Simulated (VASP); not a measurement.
# Pd (Fd-3m) in VASP: a series of runs, part 2 of 2

VASP 6.6.1. The steps go on from the part before.

## Step 3: Single point, PBEsol (volume scaled by 1.04)

Input file INCAR:

```
SYSTEM = Pd
PREC = Accurate
ENCUT = 520
EDIFF = 1E-6
ISMEAR = -1
SIGMA = 0.1
LREAL = .FALSE.
LASPH = .TRUE.
NELM = 100
ALGO = Normal
ISIF = 2
LWAVE = .FALSE.
LCHARG = .TRUE.
GGA = PS
LELF = .TRUE.
LVHAR = .TRUE.
NBANDS = 17
```

Input file KPOINTS:

```
regular mesh
0
G
  11 11 11
  0 0 0
```

Input file POSCAR:

```
Pd
1.0
    0.0000000000      2.8816938956      2.8816938956
    2.8816938956      0.0000000000      2.8816938956
    2.8816938956      2.8816938956      0.0000000000
Pd
2
Direct
    0.1250000000      0.1250000000      0.1250000000
    0.8750000000      0.8750000000      0.8750000000
```

Potentials or basis: VASP PAW PBE potentials, release 64 (Pd).

Run with:

```bash
cat potpaw_PBE.64/Pd/POTCAR > POTCAR
mpirun -np 1 vasp_std > vasp.out
```

Run time: 15 s. Hardware: 1 thread of Intel Xeon 6975P-C (Granite Rapids), shared host; peak memory 0.18 GiB.

Results (log left out):

```yaml
Free_energy: -9.3089 eV
Pressure: -3.3 GPa
Band_gap_on_the_k_mesh: zero (band 10 reaches 4.04 eV, above the bottom of band 11 at 3.63 eV)
```

Levels at points of the mesh, in eV from the Fermi level:
```csv
k point,band 7,band 8,band 9,band 10,band 11,band 12,band 13,band 14
"(0.00, 0.00, 0.00)",-1.37,-1.37,-1.37,-0.18,-0.18,11.66,11.66,11.66
```

Caveat: the PAW data sets were made with another functional, which shifts forces and pressure a little.

## Step 4: Single point, PBEsol (volume scaled by 1.08)

Input file INCAR:

```
ALGO     = Normal         # electronic algorithm
EDIFF    = 1E-6           # SCF threshold, eV
ENCUT    = 520            # plane-wave cutoff, eV
GGA      = PS             # functional
ISIF     = 2              # what is computed and relaxed
ISMEAR   = -1             # smearing method
LASPH    = T              # aspherical terms in the spheres
LCHARG   = F              # write CHGCAR
LREAL    = F              # projectors in reciprocal space
LWAVE    = F              # write WAVECAR
NBANDS   = 17             # bands
NELM     = 60             # most SCF steps
PREC     = Accurate       # precision mode
SIGMA    = 0.1            # smearing width, eV
```

Input file KPOINTS:

```
k-points
0
Gamma
  11 11 11
```

Input file POSCAR:

```
Pd
1.0
    0.0000000000      2.9181749062      2.9181749062
    2.9181749062      0.0000000000      2.9181749062
    2.9181749062      2.9181749062      0.0000000000
Pd
2
Direct
    0.1250000000      0.1250000000      0.1250000000
    0.8750000000      0.8750000000      0.8750000000
```

Potentials or basis: VASP PAW PBE potentials, release 64 (Pd).

Run with:

```bash
cat potpaw_PBE.64/Pd/POTCAR > POTCAR
mpirun -np 1 vasp_std > vasp.out
```

OUTCAR:

```text
EDIFF = 1E-6
   ENCUT = 520
   GGA = PS
   ISIF = 2
   ISMEAR = -1
   LASPH = T
   LREAL = F
   NELM = 60
   PREC = Accurate

 ion  position               nearest neighbor table
   1  0.125  0.125  0.125-   2 2.53   2 2.53   2 2.53   2 2.53
   2  0.875  0.875  0.875-   1 2.53   1 2.53   1 2.53   1 2.53

  LATTYP: Found a face centered cubic cell.
 ALAT       =     5.8363498124

  Lattice vectors:

 A1 = (   0.0000000000,   2.9181749062,   2.9181749062)
 A2 = (   2.9181749062,   0.0000000000,   2.9181749062)
 A3 = (   2.9181749062,   2.9181749062,   0.0000000000)

Analysis of symmetry for initial positions (statically):
=====================================================================
 Subroutine PRICEL returns:
 Original cell was already a primitive cell.

 Routine SETGRP: Setting up the symmetry group for a
 face centered cubic supercell.

 Subroutine GETGRP returns: Found 48 space group operations
 (whereof 12 operations were pure point group operations)
 out of a pool of 48 trial point group operations.

[... 159 lines left out ...]
  free energy    TOTEN  =        -9.25898397 eV

  energy without entropy =       -9.07917496  energy(sigma->0) =       -9.16907947

 E-fermi :   3.5889     XC(G=0): -10.0621

 val. band max:        3.5852499479   @ k =  -0.3636   0.3636   0.1818
 cond. band min:       3.6025169633   @ k =  -0.3636   0.4545   0.0909
 fundamental gap:      0.0172670154
 Fermi energy:         3.5888592858

 k-point     1 :       0.0000    0.0000    0.0000
  band No.  band energies     occupation
      1      -0.8794      2.00000
      2       0.3642      2.00000
      3       0.3642      2.00000
      4       0.4638      2.00000
      5       0.4638      2.00000
      6       0.4638      2.00000
[... 457 lines left out ...]
      4       0.4667      2.00000
      5       0.6838      2.00000
      6       1.0699      2.00000
[... 9 lines left out ...]
     16      16.6081      0.00000
     17      16.6945      0.00000

 [... further k-points ...]

------------------------ aborting loop because EDIFF is reached ----------------------------------------

  FORCE on cell =-STRESS in cart. coord.  units (eV):
  Direction    XX          YY          ZZ          XY          YZ          ZX
  --------------------------------------------------------------------------------------
  -------------------------------------------------------------------------------------
  Total       -1.6844840     -1.6844840     -1.6844840     -0.0000000     -0.0000000      0.0000000
  in kB      -54.3017113    -54.3017113    -54.3017113     -0.0000000     -0.0000000      0.0000000
  external PRESSURE =     -54.3017113 kB  Pullay stress =       0.0000000 kB

 VOLUME and BASIS-vectors are now :
 -----------------------------------------------------------------------------
  energy-cutoff  :      520.00
  volume of cell :       49.70
      direct lattice vectors                 reciprocal lattice vectors
     0.000000000  2.918174906  2.918174906    -0.171339970  0.171339970  0.171339970
     2.918174906  0.000000000  2.918174906     0.171339970 -0.171339970  0.171339970
     2.918174906  2.918174906  0.000000000     0.171339970  0.171339970 -0.171339970

 POSITION                                       TOTAL-FORCE (eV/Angst)
 -----------------------------------------------------------------------------------
      0.72954      0.72954      0.72954         0.000000     -0.000000      0.000000
      5.10681      5.10681      5.10681        -0.000000      0.000000     -0.000000
 -----------------------------------------------------------------------------------
    total drift:                                0.000000      0.000000     -0.000000

  FREE ENERGIE OF THE ION-ELECTRON SYSTEM (eV)
  ---------------------------------------------------
  free  energy   TOTEN  =        -9.2589839741 eV

  energy  without entropy=       -9.0791749582  energy(sigma->0) =       -9.16907947
```

stdout:

```text
POSCAR found type information on POSCAR Pd
 POSCAR found :  1 types and       2 ions
 scaLAPACK will be used
 -----------------------------------------------------------------------------
|                                                                             |
|                                                                             |
|     You enforced a specific xc type in the INCAR file but a different       |
|     I HOPE YOU KNOW WHAT YOU ARE DOING!                                     |
|                                                                             |
 -----------------------------------------------------------------------------

 LDA part: xc-table for (Slater+PW92), standard interpolation
 POSCAR, INCAR and KPOINTS ok, starting setup
 FFT: planning ... GRIDC
 FFT: planning ... GRID_SOFT
 FFT: planning ... GRID
 WAVECAR not read
 entering main loop
```

It took 11 s on 1 thread of Intel Xeon 6975P-C (Granite Rapids), shared host; peak memory 0.19 GiB.

What came out:

* Free energy: -9.2590 eV
* Pressure: -5.4 GPa
* Band gap on the k mesh: zero (band 10 reaches 3.65 eV, above the bottom of band 11 at 3.31 eV)

Caveat: the PAW data sets were made with another functional, which shifts forces and pressure a little.

## Step 5: Single point, PBEsol (volume scaled by 1.12)

Input file INCAR:

```
  ALGO = Normal
  EDIFF = 1E-6
  ENCUT = 520
  GGA = PS
  ISIF = 2
  ISMEAR = -1
  LASPH = T
  LCHARG = T
  LELF = T
  LREAL = F
  LVHAR = T
  LWAVE = F
  NBANDS = 17
  NELM = 60
  PREC = Accurate
  SIGMA = 0.1
```

KPOINTS is that of step 4.

Input file POSCAR:

```
Pd
1.0
    0.0000000000      2.9537659128      2.9537659128
    2.9537659128      0.0000000000      2.9537659128
    2.9537659128      2.9537659128      0.0000000000
Pd
2
Direct
    0.1250000000      0.1250000000      0.1250000000
    0.8750000000      0.8750000000      0.8750000000
```

Potentials or basis: VASP PAW PBE potentials, release 64 (Pd).

Run with:

```bash
cat potpaw_PBE.64/Pd/POTCAR > POTCAR
mpirun -np 1 vasp_std > vasp.out
```

OUTCAR:

```text
EDIFF = 1E-6
   ENCUT = 520
   GGA = PS
   ISIF = 2
   ISMEAR = -1
   LASPH = T
   LREAL = F
   NELM = 60
   PREC = Accurate

 ion  position               nearest neighbor table
   1  0.125  0.125  0.125-   2 2.56   2 2.56   2 2.56   2 2.56
   2  0.875  0.875  0.875-   1 2.56   1 2.56   1 2.56   1 2.56

  LATTYP: Found a face centered cubic cell.
 ALAT       =     5.9075318256

  Lattice vectors:

[... 664 lines left out ...]
     17      16.0618      0.00000

 [... further k-points ...]

------------------------ aborting loop because EDIFF is reached ----------------------------------------

  FORCE on cell =-STRESS in cart. coord.  units (eV):
  Direction    XX          YY          ZZ          XY          YZ          ZX
  --------------------------------------------------------------------------------------
  -------------------------------------------------------------------------------------
  Total       -2.2867283     -2.2867283     -2.2867283      0.0000000      0.0000000      0.0000000
  in kB      -71.0831930    -71.0831930    -71.0831930      0.0000000      0.0000000      0.0000000
  external PRESSURE =     -71.0831930 kB  Pullay stress =       0.0000000 kB

 VOLUME and BASIS-vectors are now :
 -----------------------------------------------------------------------------
  energy-cutoff  :      520.00
  volume of cell :       51.54
      direct lattice vectors                 reciprocal lattice vectors
     0.000000000  2.953765913  2.953765913    -0.169275432  0.169275432  0.169275432
     2.953765913  0.000000000  2.953765913     0.169275432 -0.169275432  0.169275432
     2.953765913  2.953765913  0.000000000     0.169275432  0.169275432 -0.169275432

 POSITION                                       TOTAL-FORCE (eV/Angst)
 -----------------------------------------------------------------------------------
      0.73844      0.73844      0.73844         0.000000     -0.000000      0.000000
      5.16909      5.16909      5.16909        -0.000000      0.000000     -0.000000
 -----------------------------------------------------------------------------------
    total drift:                                0.000000      0.000000     -0.000000

  FREE ENERGIE OF THE ION-ELECTRON SYSTEM (eV)
  ---------------------------------------------------
  free  energy   TOTEN  =        -9.1870462480 eV

  energy  without entropy=       -9.0051446147  energy(sigma->0) =       -9.09609543
```

It took 12 s on 1 thread of Intel Xeon 6975P-C (Granite Rapids), shared host; peak memory 0.19 GiB.

What came out:

```yaml
Free_energy: -9.1870 eV
Pressure: -7.1 GPa
Band_gap_on_the_k_mesh: zero (band 10 reaches 3.29 eV, above the bottom of band 11 at 2.98 eV)
```

Caveat: the PAW data sets were made with another functional, which shifts forces and pressure a little.

## Step 6: Summary

| cell | gap on the mesh (eV) | pressure (GPa) |
| --- | --- | --- |
| a = 4.022 Å, angles 60.0°, 2 atoms | none | -0.5 |
| a = 4.075 Å, angles 60.0°, 2 atoms | none | -3.3 |
| a = 4.127 Å, angles 60.0°, 2 atoms | none | -5.4 |
| a = 4.177 Å, angles 60.0°, 2 atoms | none | -7.1 |

Alike in all rows: task single point; level PBEsol; potentials or basis VASP PAW PBE potentials, release 64 (Pd); no spin polarisation; k mesh 11 × 11 × 11; cutoff (eV) 520; smearing fermi-dirac 0.1 eV.

Caveats: the PAW data sets were made with another functional, which shifts forces and pressure a little.

Total energies depend on the potentials used, so only differences within one code and one set of settings carry meaning.
